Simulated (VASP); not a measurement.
A run of VASP 6.6.1 is set up as follows.

POSCAR

```
Si
1.0
    2.5429663946      0.0000000000      0.0000000000
   -1.2714831973      2.2022734987      0.0000000000
    0.0000000000      0.0000000000      2.4255100242
Si
1
Direct
    0.0000000000      0.0000000000      0.0000000000
```

File INCAR.step1:

```
PREC = Accurate
ENCUT = 520
ISMEAR = 0
SIGMA = 0.1
LREAL = False
LASPH = True
NELM = 80
NBANDS = 8
GGA = PE
ALGO = Normal
EDIFF = 1E-4
LWAVE = True
LCHARG = False
```

INCAR.step2

```
PREC = Accurate
ENCUT = 520
EDIFF = 1E-6
ISMEAR = 0
SIGMA = 0.1
LREAL = False
LASPH = True
NELM = 80
ALGO = Normal
ISIF = 2
LWAVE = False
LCHARG = False
METAGGA = R2SCAN
LMIXTAU = True
NBANDS = 8
ISTART = 1
```

The input KPOINTS:

```
regular mesh
0
Gamma
  18 18 16
```

Potentials or basis: VASP PAW PBE potentials, release 64 (Si).

Launch:

```bash
$ cat potpaw_PBE.64/Si/POTCAR > POTCAR
$ cp INCAR.step1 INCAR
$ mpirun -np 1 vasp_std > vasp.out
$ cp INCAR.step2 INCAR
$ mpirun -np 1 vasp_std > vasp.out
```

Problem. Estimate the pressure.

Solution. 13.0 GPa.

Problem. What does it give for the band gap on the k mesh?

Solution. Zero (bands 2 and 3 overlap by 13.02 eV).

Stress tensor (GPa, compression positive):
```
13.01  0.00  0.00
 0.00 13.01  0.00
 0.00  0.00 12.88
```

Caveat: the cell stands under pressure; the PAW data sets were made with another functional, which shifts forces and pressure a little.
